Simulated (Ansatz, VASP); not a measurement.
Two plane-wave programs on Ta4O

```
Ta O
1.0
     3.21094    0.00000    0.00000
     0.00000    3.21094    0.00000
     0.00000    0.00000    7.34198
Ta O
4 1
Direct
  0.00000 0.00000 0.50000
  0.50000 0.50000 0.78278
  0.50000 0.50000 0.21722
  0.02936 0.02936 0.00000
  0.50000 0.50000 0.50000
```

Alike in both runs: task single point; functional PBEsol; k mesh 14 × 14 × 8; occupations gaussian, width 0.15 eV; no spin polarisation.

|  | VASP | Ansatz |
| --- | --- | --- |
| version | VASP 6.6.1 | Ansatz 0.2.0 |
| potentials or method | VASP PAW PBE potentials, release 64 (Ta_pv, O), cutoff 520 eV | scalar-relativistic, plane waves, PAW |
| valence electrons in the cell | 50 | 58 |

|  | VASP | Ansatz | Ansatz less VASP |
| --- | --- | --- | --- |
| gap on the k mesh at the Fermi level (eV) | none | none | - |
| pressure (GPa) | 1.2 | 0.8 | -0.38 |
| traceless stress, the component that is largest in VASP (GPa) | 0.71 | 0.56 | -0.142 |
| rms of the force components (eV/Å) | 0.644 | 0.643 | -0.0004 |

VASP's potentials were made for PBE, not for PBEsol. Atom by atom the forces differ by 0.013 eV/Å (rms over components). A gap of «none» marks a metal or a gap that the smearing closes. VASP's potentials hold 50 valence electrons a cell and Ansatz's 58, so a difference there can come from the potentials and not from the codes.

Neither program's run includes spin-orbit coupling.
